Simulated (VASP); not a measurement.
Here is a VASP 6.6.1 calculation.

File INCAR:

```
SYSTEM = CsPbCl3
  ALGO = Normal
  EDIFF = 1E-6
  EDIFFG = -0.01
  ENCUT = 600
  GGA = PE
  IBRION = 2
  ISIF = 3
  ISMEAR = 0
  LASPH = .True.
  LCHARG = .False.
  LREAL = .False.
  LWAVE = .False.
  NELM = 60
  NSW = 100
  PREC = Accurate
  SIGMA = 0.02
```

File KPOINTS:

```
k-points
0
Gamma
  6 6 6
  0 0 0
```

POSCAR

```
CsPbCl3
1.0
    5.6798447700      0.0000000000      0.0000000000
    0.0000000000      5.6798447700      0.0000000000
    0.0000000000      0.0000000000      5.6798447700
Cs Pb Cl
1 1 3
Direct
    0.0000000000      0.0000000000      0.0000000000
    0.5000000000      0.5000000000      0.5000000000
    0.0000000000      0.5000000000      0.5000000000
    0.5000000000      0.0000000000      0.5000000000
    0.5000000000      0.5000000000      0.0000000000
```

Potentials or basis: VASP PAW PBE potentials, release 64 (Cs_sv, Pb_d, Cl).

Launch:

```console
$ cat potpaw_PBE.64/Cs_sv/POTCAR potpaw_PBE.64/Pb_d/POTCAR potpaw_PBE.64/Cl/POTCAR > POTCAR
$ mpirun -np 1 vasp_std > vasp.out
```

**Question.** Predict the space group after relaxing (to 0.1 Å).

**Answer.** Pm-3m (No. 221).

**Question.** Estimate the band gap on the k mesh.

**Answer.** 2.21 eV.

**Question.** Predict the relaxed cell.

**Answer.** a = 5.733 Å, b = 5.733 Å, c = 5.733 Å, α = 90.00°, β = 90.00°, γ = 90.00°.

Step by step:
```
step  energy change (eV)  largest force (eV/Å)  pressure (GPa)  volume (Å³)
   1              0.0000                0.0000            0.68       183.24
   2             -0.0105                0.0000            0.14       187.37
   3             -0.0110                0.0000            0.01       188.44
```

Caveat: spin-orbit coupling is left out, which moves the levels of the heavy elements. A k mesh can miss the band edges.
